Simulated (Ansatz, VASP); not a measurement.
C: VASP beside Ansatz

INCAR

```
ALGO = Normal
EDIFF = 1E-6
ENCUT = 520
GGA = RE
ISIF = 2
ISMEAR = -1
IVDW = 12
LASPH = True
LCHARG = False
LREAL = False
LWAVE = False
NBANDS = 11
NELM = 60
PREC = Accurate
SIGMA = 0.05
```

The input KPOINTS:

```
k-points
0
Gamma
  13 13 13
```

POSCAR

```
C
1.0
    0.0000000000      1.7592674508      1.7592674508
    1.7592674508      0.0000000000      1.7592674508
    1.7592674508      1.7592674508      0.0000000000
C
2
Direct
    0.7500000000      0.7500000000      0.7500000000
    0.5000000000      0.5000000000      0.5000000000
```

The input input.yaml:

```yaml
crystal:
  lattice:
    - [0.0, 1.7592674508, 1.7592674508]
    - [1.7592674508, 0.0, 1.7592674508]
    - [1.7592674508, 1.7592674508, 0.0]
  atoms:
    - { symbol: C, position: [0.75, 0.75, 0.75] }
    - { symbol: C, position: [0.5, 0.5, 0.5] }
hamiltonian:
  xc: revpbe
  pseudopotentials: { kind: paw }
  dispersion: d3bj
kpoints:
  mp_grid: { grid: [13, 13, 13] }
scf:
  occupations: { method: fermi_dirac, width: 0.05 }
output:
  forces: true
  stress: true
  eigenvalues: true
  write_density: true
  write_potential: true
  elf: true
  volumetric_format: npy
```

Alike in both runs: task single point; functional revPBE; dispersion D3(BJ); k mesh 13 × 13 × 13; occupations fermi-dirac, width 0.05 eV; no spin polarisation.

```csv
,VASP,Ansatz
version,VASP 6.6.1,Ansatz 0.2.0
potentials or method,"VASP PAW PBE potentials, release 64 (C)",Ansatz PAW
plane-wave cutoff (eV),520,420
valence electrons in the cell,8,8
```

Ansatz gave:

```
gap on the k mesh at the Fermi level (eV) : 4.23
least direct gap on the mesh (eV)         : 5.71
pressure (GPa)                            : 14.1
```

**Question.** Estimate VASP's values.

**Answer.** gap on the k mesh at the Fermi level (eV): 4.22; least direct gap on the mesh (eV): 5.70; pressure (GPa): 14.8.

VASP's potentials were made for PBE, not for revPBE.

Noted on Ansatz's run: odd divisions of the mesh miss points on the zone boundary, where band edges often lie, so the gap on the mesh can be too wide.
